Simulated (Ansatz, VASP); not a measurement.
# CdPt in VASP and in Ansatz

```
Cd Pt
1.0
     3.00037    0.00000    0.00000
     0.00000    3.00037    0.00000
     0.00000    0.00000    3.88881
Cd Pt
1 1
Cartesian
  0.0000 0.0000 0.0000
  1.5002 1.5002 1.9444
```

Alike in both runs: task relaxation of cell and atoms; functional LDA; k mesh 14 × 14 × 12; occupations gaussian, width 0.1 eV; no spin polarisation.

```csv
,VASP,Ansatz
version,VASP 6.6.1,Ansatz 0.2.0
potentials or method,"VASP PAW LDA potentials, release 64 (Cd_sv_GW, Pt_sv_GW), cutoff 540 eV","scalar-relativistic, plane waves, PAW"
valence electrons in the cell,38,38
```

Ansatz gave:

```
gap on the k mesh at the Fermi level, each at its own relaxed structure (eV) : none
relaxed volume (Å³/atom)                                                     : 16.17
relaxed cell length with the largest relative difference (Å)                 : 3.796
```

Task: Estimate VASP's values.

Result: gap on the k mesh at the Fermi level, each at its own relaxed structure (eV): none; relaxed volume (Å³/atom): 16.09; relaxed cell length with the largest relative difference (Å): 3.781.

LDA's correlation is that of Perdew and Zunger in VASP and of Perdew and Wang (1992) in Ansatz. A gap of «none» marks a metal or a gap that the smearing closes.

Neither program's run includes spin-orbit coupling.
